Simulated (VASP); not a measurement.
# Ti3N3F in VASP: a series of runs

The runs below take Ti3N3F through relaxation of the atoms, single point, with PBE.

Everything below comes from runs of VASP 6.6.1. Logs are shortened: lines on timing, memory, paths and dates and some standing lists are left out, and cuts for length are marked.

## Step 1: The cell of the first run

The cell holds a slab with vacuum, 7 atoms: a = 3.003 Å, b = 3.003 Å, c = 21.554 Å, α = 90.00°, β = 90.00°, γ = 120.00°.

## Step 2: Relaxation of the atoms, PBE

INCAR reads:

```
SYSTEM = Ti3N3F
PREC = Accurate
ENCUT = 520
EDIFF = 1E-7
ISMEAR = 0
SIGMA = 0.1
LREAL = .False.
LASPH = .True.
NELM = 80
ALGO = Normal
ISIF = 2
LWAVE = .False.
LCHARG = .False.
LDIPOL = .True.
IDIPOL = 3
DIPOL = 0.5 0.5 0.359
GGA = PE
IBRION = 2
NSW = 36
EDIFFG = -0.025
KPAR = 4
```

KPOINTS reads:

```
regular mesh
0
Gamma
  9 9 1
  0 0 0
```

POSCAR reads:

```
Ti3N3F
1.0
    3.0028555063      0.0000000000      0.0000000000
   -1.5014277532      2.6005491524      0.0000000000
    0.0000000000      0.0000000000     21.5541471841
N Ti F
3 3 1
Selective dynamics
Direct
    0.3333333333      0.6666666667      0.1855791355  F F F
    0.0000000000      0.0000000000      0.2993308526  F F F
    0.6666666667      0.3333333333      0.4147299353  F F F
    0.6666666667      0.3333333333      0.2424549941  F F F
    0.3333333333      0.6666666667      0.3575097830  F F F
    0.0000000000      0.0000000000      0.4664599856  F F F
    0.0000000000      0.1666666667      0.5457665596  F F T
```

Potentials or basis: VASP PAW PBE potentials, release 64 (N, Ti_sv, F).

The run is started by

```console
$ cat potpaw_PBE.64/N/POTCAR potpaw_PBE.64/Ti_sv/POTCAR potpaw_PBE.64/F/POTCAR > POTCAR
$ mpirun -np 4 vasp_std > vasp.out
```

OUTCAR:

```text
SYSTEM = Ti3N3F
   PREC = Accurate
   ENCUT = 520
   EDIFF = 1E-7
   ISMEAR = 0
   LREAL = .False.
   LASPH = .True.
   NELM = 80
   ISIF = 2
   GGA = PE
   IBRION = 2
   NSW = 36
   EDIFFG = -0.025

 ion  position               nearest neighbor table
   1  0.333  0.667  0.186-   4 2.12   4 2.12   4 2.12
   2  0.000  0.000  0.299-   4 2.12   4 2.12   4 2.12   5 2.14   5 2.14   5 2.14
   3  0.667  0.333  0.415-   6 2.06   6 2.06   6 2.06   5 2.13   5 2.13   5 2.13
   4  0.667  0.333  0.242-   2 2.12   2 2.12   2 2.12   1 2.12   1 2.12   1 2.12
   5  0.333  0.667  0.358-   3 2.13   3 2.13   3 2.13   2 2.14   2 2.14   2 2.14   6 2.92   6 2.92
                             6 2.92
   6  0.000  0.000  0.466-   7 1.78   3 2.06   3 2.06   3 2.06   5 2.92   5 2.92   5 2.92
   7  0.000  0.167  0.546-   6 1.78

  LATTYP: Found a hexagonal cell.
 ALAT       =     3.0028555063
 C/A-ratio  =     7.1778835641

  Lattice vectors:

 A1 = (   3.0028555063,   0.0000000000,   0.0000000000)
 A2 = (  -1.5014277532,   2.6005491524,   0.0000000000)
 A3 = (   0.0000000000,   0.0000000000,  21.5541471841)

Analysis of symmetry for initial positions (statically):
=====================================================================
 Subroutine PRICEL returns:
 Original cell was already a primitive cell.

 Routine SETGRP: Setting up the symmetry group for a
 hexagonal supercell.

 Subroutine GETGRP returns: Found  1 space group operations
 (whereof  1 operations were pure point group operations)
 out of a pool of 24 trial point group operations.

The static configuration has the point symmetry C_1 .

Analysis of symmetry for dynamics (positions and initial velocities):
=====================================================================
 Subroutine PRICEL returns:
 Original cell was already a primitive cell.

 Routine SETGRP: Setting up the symmetry group for a
 hexagonal supercell.

 Subroutine GETGRP returns: Found  1 space group operations
 (whereof  1 operations were pure point group operations)
 out of a pool of 24 trial point group operations.

The dynamic configuration has the point symmetry C_1 .

Analysis of constrained symmetry for selective dynamics:
=====================================================================
 Subroutine PRICEL returns:
 Original cell was already a primitive cell.

 Routine SETGRP: Setting up the symmetry group for a
 hexagonal supercell.

 Subroutine GETGRP returns: Found  1 space group operations
 (whereof  1 operations were pure point group operations)
 out of a pool of 24 trial point group operations.

The constrained configuration has the point symmetry C_1 .

 Subroutine INISYM returns: Found  1 space group operations
 (whereof  1 operations are pure point group operations),
 and found     1 'primitive' translations

----------------------------------------------------------------------------------------

                                     Primitive cell

  volume of cell :     168.3179

  direct lattice vectors                    reciprocal lattice vectors
     3.002855506  0.000000000  0.000000000     0.333016357  0.192267083  0.000000000
    -1.501427753  2.600549152  0.000000000     0.000000000  0.384534166  0.000000000
     0.000000000  0.000000000 21.554147184     0.000000000  0.000000000  0.046394784

  length of vectors
     3.002855506  3.002855506 21.554147184     0.384534166  0.384534166  0.046394784

  position of ions in fractional coordinates (direct lattice)
     0.333333333  0.666666667  0.185579135
     0.000000000  0.000000000  0.299330853
     0.666666667  0.333333333  0.414729935
     0.666666667  0.333333333  0.242454994
     0.333333333  0.666666667  0.357509783
     0.000000000  0.000000000  0.466459986
     0.000000000  0.166666667  0.545766560

  ion indices of the primitive-cell ions
   primitive index   ion index
                 1           1
                 2           2
                 3           3
                 4           4
                 5           5
                 6           6
                 7           7

----------------------------------------------------------------------------------------

 KPOINTS: regular mesh

Automatic generation of k-mesh.
 Grid dimensions read from file:
 generate k-points for:    9    9    1

 Generating k-lattice:

  Cartesian coordinates                     Fractional coordinates (reciprocal lattice)
     0.037001817  0.021363009  0.000000000     0.111111111  0.000000000  0.000000000
     0.000000000  0.042726018  0.000000000     0.000000000  0.111111111  0.000000000
     0.000000000  0.000000000  0.046394784     0.000000000  0.000000000  1.000000000

  Length of vectors
     0.042726018  0.042726018  0.046394784

  Shift w.r.t. Gamma in fractional coordinates (k-lattice)
     0.000000000  0.000000000  0.000000000

 Subroutine IBZKPT returns following result:
 ===========================================

 Found     41 irreducible k-points:

 Following reciprocal coordinates:
            Coordinates               Weight
  0.000000  0.000000  0.000000      1.000000
  0.111111  0.000000  0.000000      2.000000
  0.000000  0.111111  0.000000      2.000000
 -0.111111  0.111111  0.000000      2.000000
  0.222222  0.000000  0.000000      2.000000
  0.000000  0.222222  0.000000      2.000000
[... 16 lines left out ...]
  0.333333  0.111111  0.000000      2.000000
 -0.111111  0.444444  0.000000      2.000000
 [... further k-points ...]
   k-points           NKPTS =     41   k-points in BZ     NKDIM =     41   number of bands    NBANDS=     34
   number of dos      NEDOS =    301   number of ions     NIONS =      7
   total plane-waves  NPLWV =  92160
   dimension x,y,z NGX =    24 NGY =   24 NGZ =  160
   dimension x,y,z NGXF=    48 NGYF=   48 NGZF=  320
   ions per type =               3   3   1
   NGX,Y,Z   is equivalent  to a cutoff of  13.29, 13.29, 12.34 a.u.
   NGXF,Y,Z  is equivalent  to a cutoff of  26.57, 26.57, 24.68 a.u.
 SYSTEM =  Ti3N3F
   PREC   = accura    normal or accurate (medium, high low for compatibility)
   ISTART =      0    job   : 0-new  1-cont  2-samecut
   ICHARG =      2    charge: 1-file 2-atom 10-const
   ISPIN  =      1    spin polarized calculation?
   LNONCOLLINEAR =      F non collinear calculations
   LSORBIT =      F    spin-orbit coupling
   LASPH  =      T    aspherical Exc in radial PAW
   ENCUT  =  520.0 eV  38.22 Ry    6.18 a.u.   5.58  5.58 40.08*2*pi/ulx,y,z
   NELM   =     80;   NELMIN=  2; NELMDL= -5     # of ELM steps
   EDIFF  = 0.1E-06   stopping-criterion for ELM
   LREAL  =      F    real-space projection
   EDIFFG = -.3E-01   stopping-criterion for IOM
   NSW    =     36    number of steps for IOM
   IBRION =      2    ionic relax: 0-MD 1-quasi-New 2-CG
   NFREE  =      1    steps in history (QN), initial steepest desc. (CG)
   ISIF   =      2    stress and relaxation
   ISYM   =      2    0-nonsym 1-usesym 2-fastsym
   POTIM  = 0.5000    time-step for ionic-motion
   TEBEG  =    0.0;   TEEND  =   0.0 temperature during run
   PSTRESS=    0.0 pullay stress
   NELECT =      58.0000    total number of electrons
   NUPDOWN=      -1.0000    fix difference up-down
   EMIN   =  10.00;   EMAX   =-10.00  energy-range for DOS
   EFERMI =   0.00;   METHOD = LEGACY
   ISMEAR =     0;   SIGMA  =   0.10  broadening in eV -4-tet -1-fermi 0-gaus
   EFERMI_NEDOS =   21; number of points for ismear=-14 and -15
   IALGO  =     38    algorithm
   IMIX   =      4    mixing-type and parameters
     AMIX     =   0.40;   BMIX     =  1.00
     AMIX_MAG =   1.60;   BMIX_MAG =  1.00
  volume/ion in A,a.u.               =      24.05       162.27
  Fermi-wavevector in a.u.,A,eV,Ry     =   1.147733  2.168900 17.922820  1.317290
  Thomas-Fermi vector in A             =   2.284411
   LORBIT       =      0    0 simple, 1 ext, 2 COOP (PROOUT), +10 PAW based schemes
   GGA     = PE    functional components
   LHFCALC =     F    Hartree Fock is set to
   AEXX    =    0.0000 exact exchange contribution
   IVDW    =     0    specifies the selected vdW correction
   LEPSILON=     F    determine dielectric tensor
   LRPA    =     F    only Hartree local field effects (RPA)
 conjugate gradient relaxation of ions
 non-spin polarized calculation
 Gauss-broadening in eV      SIGMA  =   0.10
  energy-cutoff  :      520.00
  volume of cell :      168.32
 maximum number of plane-waves:      4581
   NGX = 11   NGY = 11   NGZ = 81

 dipolmoment           0.000000      0.000000      0.603843 electrons x Angstroem

--------------------------------------- Ionic step        1  -------------------------------------------

 number of electron      58.0000025 magnetization

 Free energy of the ion-electron system (eV)
  ---------------------------------------------------
  ext. energy  EPLUGINS =         0.00000000
  ---------------------------------------------------
  free energy    TOTEN  =       -60.50695445 eV

  energy without entropy =      -60.49913964  energy(sigma->0) =      -60.50304705

------------------------ aborting loop because EDIFF is reached ----------------------------------------

  FORCE on cell =-STRESS in cart. coord.  units (eV):
  Direction    XX          YY          ZZ          XY          YZ          ZX
  --------------------------------------------------------------------------------------
  -------------------------------------------------------------------------------------
  Total        0.0649846      0.4979347     -2.8000391      0.1147773      0.7910555     -0.4372847
  in kB        0.6185727      4.7397198    -26.6528915      1.0925368      7.5298654     -4.1624069
  external PRESSURE =      -7.0981997 kB  Pullay stress =       0.0000000 kB
[... 67 lines left out ...]
  energy  without entropy=      -60.5012887770  energy(sigma->0) =      -60.50528686

--------------------------------------- Ionic step        3  -------------------------------------------

 number of electron      58.0000018 magnetization

 dipolmoment           0.000000      0.000000     -0.054454 electrons x Angstroem

 Free energy of the ion-electron system (eV)
  ---------------------------------------------------
  ext. energy  EPLUGINS =         0.00000000
  ---------------------------------------------------
  free energy    TOTEN  =       -60.50955999 eV

  energy without entropy =      -60.50160867  energy(sigma->0) =      -60.50558433

 E-fermi :  -0.8447     XC(G=0):  -5.7785

 val. band max:       -0.9135837846   @ k =  -0.1111   0.1111   0.0000
 cond. band min:      -0.7975717393   @ k =   0.2222   0.1111   0.0000
 fundamental gap:      0.1160120453
 Fermi energy:        -0.8447407435

 k-point     1 :       0.0000    0.0000    0.0000
  band No.  band energies     occupation
      1     -58.5124      2.00000
      2     -58.4378      2.00000
      3     -57.3919      2.00000
      4     -35.2252      2.00000
      5     -34.7352      2.00000
      6     -34.5424      2.00000
[... 877 lines left out ...]
     33       1.2644      0.00000
     34       1.4298      0.00000

 [... further k-points ...]

------------------------ aborting loop because EDIFF is reached ----------------------------------------

 vacuum level on the upper side and lower side of the slab       (xc-potential included)        -0.730         0.513

  FORCE on cell =-STRESS in cart. coord.  units (eV):
  Direction    XX          YY          ZZ          XY          YZ          ZX
  --------------------------------------------------------------------------------------
  -------------------------------------------------------------------------------------
  Total        0.0531487      0.4519443     -3.4615157      0.1324529      0.6627713     -0.3613639
  in kB        0.5059095      4.3019478    -32.9493269      1.2607869      6.3087594     -3.4397354
  external PRESSURE =      -9.3804899 kB  Pullay stress =       0.0000000 kB

 VOLUME and BASIS-vectors are now :
 -----------------------------------------------------------------------------
  energy-cutoff  :      520.00
  volume of cell :      168.32
      direct lattice vectors                 reciprocal lattice vectors
     3.002855506  0.000000000  0.000000000     0.333016357  0.192267083  0.000000000
    -1.501427753  2.600549152  0.000000000     0.000000000  0.384534166  0.000000000
     0.000000000  0.000000000 21.554147184     0.000000000  0.000000000  0.046394784
[... 13 lines left out ...]
  FREE ENERGIE OF THE ION-ELECTRON SYSTEM (eV)
  ---------------------------------------------------
  free  energy   TOTEN  =       -60.5095599900 eV

  energy  without entropy=      -60.5016086683  energy(sigma->0) =      -60.50558433

 reached required accuracy - stopping structural energy minimisation

 vacuum level on the upper side and lower side of the slab         6.028         7.298
```

Wall time 5.7 min (4 MPI ranks of AMD EPYC 7R43 (Zen 3), shared host); peak memory 0.44 GiB.

What came out:

| Quantity | Value |
| --- | --- |
| Free energy | -60.5096 eV |
| Energy gained by relaxing | 0.4 meV/atom |
| Ionic steps | 3 |
| Band gap on the k mesh | zero (bands 29 and 30 overlap by 0.15 eV) |

Step by step:
```tsv
step	energy change (eV)	largest force on free atoms (eV/Å)	pressure (GPa)
1	0.0000	0.3813	-0.71
2	-0.0023	0.1199	-1.01
3	-0.0026	0.0004	-0.94
```

Final structure:
```
N Ti F
1.0
     3.00286    0.00000    0.00000
    -1.50143    2.60055    0.00000
     0.00000    0.00000   21.55415
N Ti F
3 3 1
Direct
  0.33333 0.66667 0.18558
  0.00000 0.00000 0.29933
  0.66667 0.33333 0.41473
  0.66667 0.33333 0.24246
  0.33333 0.66667 0.35751
  0.00000 0.00000 0.46646
  0.00000 0.16667 0.54641
```

## Step 3: Single point, PBE

INCAR reads:

```
ALGO = Normal ; DIPOL = 0.5 0.5 0.357
EDIFF = 1E-6 ; ENCUT = 520
GGA = PE ; IDIPOL = 3
ISIF = 2 ; ISMEAR = 0
LASPH = True ; LCHARG = False
LDIPOL = True ; LREAL = False
LWAVE = False ; NBANDS = 38
NELM = 60 ; PREC = Accurate
SIGMA = 0.1
```

KPOINTS reads:

```
k-points
0
Gamma
  9 9 1
```

POSCAR reads:

```
Ti3N3F
1.0
    3.0028555063      0.0000000000      0.0000000000
   -1.5014277532      2.6005491524      0.0000000000
    0.0000000000      0.0000000000     21.5541471841
N Ti F
3 3 1
Direct
    0.3333333333      0.6666666667      0.1855791355
    0.0000000000      0.0000000000      0.2993308526
    0.6666666667      0.3333333333      0.4147299353
    0.6666666667      0.3333333333      0.2424549941
    0.3333333333      0.6666666667      0.3575097830
    0.0000000000      0.0000000000      0.4664599856
    0.1666666667      0.6666666667      0.5317996875
```

Potentials or basis: VASP PAW PBE potentials, release 64 (N, Ti_sv, F).

The run is started by

```console
$ cat potpaw_PBE.64/N/POTCAR potpaw_PBE.64/Ti_sv/POTCAR potpaw_PBE.64/F/POTCAR > POTCAR
$ mpirun -np 1 vasp_std > vasp.out
```

Run time: 8.8 min. Hardware: 1 thread of Intel Xeon Platinum 8259CL at 2.50GHz (Skylake/Cascade Lake), shared host; peak memory 0.41 GiB.

It converged, with:

```yaml
Free_energy: -61.0212 eV
Largest_force: 5.466 eV/Å
Band_gap_on_the_k_mesh: zero (bands 29 and 30 overlap by 0.20 eV)
```

Forces in eV/Å, atoms in the order of the input:
```
N   -0.015 -0.002  4.198
N   -0.033 -0.012  1.215
N   -0.295  0.000  0.202
Ti   0.035  0.005 -5.465
Ti  -0.066  0.068  0.084
Ti  -0.491  0.477 -0.293
F    0.866 -0.536  0.060
```

Levels at points of the mesh, in eV from the Fermi level:
```csv
k point,band 26,band 27,band 28,band 29,band 30,band 31,band 32,band 33
"(0.00, 0.00, 0.00)",-1.11,-0.42,-0.34,0.12,0.15,0.33,1.12,1.21
```

## Step 4: Single point, PBE

INCAR reads:

```
ALGO     = Normal         # electronic algorithm
DIPOL    = 0.5 0.5 0.357
EDIFF    = 1E-6           # SCF threshold, eV
ENCUT    = 520            # plane-wave cutoff, eV
GGA      = PE             # functional
IDIPOL   = 3            
ISIF     = 2              # what is computed and relaxed
ISMEAR   = 0              # smearing method
LASPH    = True           # aspherical terms in the spheres
LCHARG   = False          # write CHGCAR
LDIPOL   = True         
LREAL    = False          # projectors in reciprocal space
LWAVE    = False          # write WAVECAR
NBANDS   = 38             # bands
NELM     = 60             # most SCF steps
PREC     = Accurate       # precision mode
SIGMA    = 0.1            # smearing width, eV
```

KPOINTS is that of step 3.

POSCAR, as its differences from that of step 3:

```diff
@@ -14,2 +14,2 @@
     0.0000000000      0.0000000000      0.4664599856
-    0.1666666667      0.6666666667      0.5317996875
+    0.5000000000      0.3333333333      0.5320210560
```

The run is started by

```console
$ cat potpaw_PBE.64/N/POTCAR potpaw_PBE.64/Ti_sv/POTCAR potpaw_PBE.64/F/POTCAR > POTCAR
$ mpirun -np 1 vasp_std > vasp.out
```

It took 8.8 min on 1 thread of Intel Xeon Platinum 8259CL at 2.50GHz (Skylake/Cascade Lake), shared host; peak memory 0.42 GiB.

It converged, with:

```yaml
Free_energy: -61.0354 eV
Largest_force: 5.607 eV/Å
Band_gap_on_the_k_mesh: zero (bands 29 and 30 overlap by 0.03 eV)
```

Forces in eV/Å, atoms in the order of the input:
```
N    0.001  0.004  4.289
N    0.016  0.002  1.420
N    0.044 -0.155 -0.404
Ti  -0.012  0.000 -5.607
Ti  -0.046 -0.039 -0.322
Ti  -0.735 -0.261  0.556
F    0.733  0.450  0.068
```

Levels at points of the mesh, in eV from the Fermi level:
```tsv
k point	band 25	band 26	band 27	band 28	band 29	band 30	band 31	band 32	band 33	band 34
(0.00, 0.00, 0.00)	-3.30	-1.13	-0.39	-0.37	0.07	0.20	0.31	1.14	1.28	1.46
```

## Step 5: The runs side by side

```tsv
task	cell	atoms held fixed (from 0)	atoms held along some axes (from 0)	gap on the mesh (eV)	largest force (eV/Å)
relaxation of the atoms	atoms relaxed, atomic positions A	[0, 1, 2, 3, 4, 5]	atom 6 along a and b	none	-
single point	as given, atomic positions B	-	-	none	5.47
single point	as given, atomic positions C	-	-	none	5.61
```

Alike in all rows: level PBE; potentials or basis VASP PAW PBE potentials, release 64 (N, Ti_sv, F); no spin polarisation; k mesh 9 × 9 × 1; cutoff (eV) 520; smearing gaussian 0.1 eV.

Absolute energies hang on the potentials; compare differences alone.

The gap in the log of VASP goes by the Fermi energy; the results here count the filled bands.